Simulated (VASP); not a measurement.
Wanted: the native input for a VASP 6.6.1 run.

| Quantity | Value |
| --- | --- |
| Task | single point |
| Functional | r2SCAN |
| Potentials or basis | VASP PAW PBE potentials, release 64 (Li_sv, Cl) |
| Cutoff | 520 eV |
| k mesh | 8 × 8 × 8 |
| Occupations | gaussian, width 0.05 eV |
| Spin | no spin polarisation |
| Dipole correction | no |
| Further INCAR settings | ALGO = Normal; EDIFF = 1e-06; NBANDS = 12 |

Crystal: LiCl.

```
Li Cl
1.0
    -0.05130    2.56476    2.56476
     2.51346    0.00000    2.51346
     2.56476    2.56476   -0.05130
Li Cl
1 1
Direct
  0.00000 0.00000 0.00000
  0.50000 0.50000 0.50000
```

This cell differs from its parent crystal: strain -0.0400 x Voigt [0, 0, 0, 0, 1, 0].

The input as run:

POSCAR

```
LiCl
1.0
   -0.0512952000      2.5647600000      2.5647600000
    2.5134648000      0.0000000000      2.5134648000
    2.5647600000      2.5647600000     -0.0512952000
Li Cl
1 1
Direct
    0.0000000000      0.0000000000      0.0000000000
    0.5000000000      0.5000000000      0.5000000000
```

INCAR.step1

```
PREC     = Accurate       # precision mode
ENCUT    = 520            # plane-wave cutoff, eV
ISMEAR   = 0              # smearing method
SIGMA    = 0.05           # smearing width, eV
LREAL    = False          # projectors in reciprocal space
LASPH    = True           # aspherical terms in the spheres
NELM     = 60             # most SCF steps
NBANDS   = 12             # bands
GGA      = PE             # functional
ALGO     = Normal         # electronic algorithm
EDIFF    = 1E-4           # SCF threshold, eV
LWAVE    = True           # write WAVECAR
LCHARG   = False          # write CHGCAR
```

INCAR.step2

```
PREC     = Accurate       # precision mode
ENCUT    = 520            # plane-wave cutoff, eV
EDIFF    = 1E-6           # SCF threshold, eV
ISMEAR   = 0              # smearing method
SIGMA    = 0.05           # smearing width, eV
LREAL    = False          # projectors in reciprocal space
LASPH    = True           # aspherical terms in the spheres
NELM     = 60             # most SCF steps
ALGO     = Normal         # electronic algorithm
ISIF     = 2              # what is computed and relaxed
LWAVE    = False          # write WAVECAR
LCHARG   = False          # write CHGCAR
METAGGA  = R2SCAN         # meta-GGA
LMIXTAU  = True         
NBANDS   = 12             # bands
ISTART   = 1
```

KPOINTS

```
regular mesh
0
Gamma
  8 8 8
```

Potentials or basis: VASP PAW PBE potentials, release 64 (Li_sv, Cl).

Launch:

```sh
$ cat potpaw_PBE.64/Li_sv/POTCAR potpaw_PBE.64/Cl/POTCAR > POTCAR
$ cp INCAR.step1 INCAR
$ mpirun -np 1 vasp_std > vasp.out
$ cp INCAR.step2 INCAR
$ mpirun -np 1 vasp_std > vasp.out
```

It gave:

```yaml
Band_gap_on_the_k_mesh: 7.16 eV, direct
```

Caveat: the cell differs from its parent crystal (strain -0.0400 x Voigt [0, 0, 0, 0, 1, 0]).

Wall time 3.6 min on 1 thread of Intel(R) Xeon(R) Platinum 8259CL CPU @ 2.50GHz (Skylake/Cascade Lake), with other jobs on the host, peak memory 0.17 GiB.
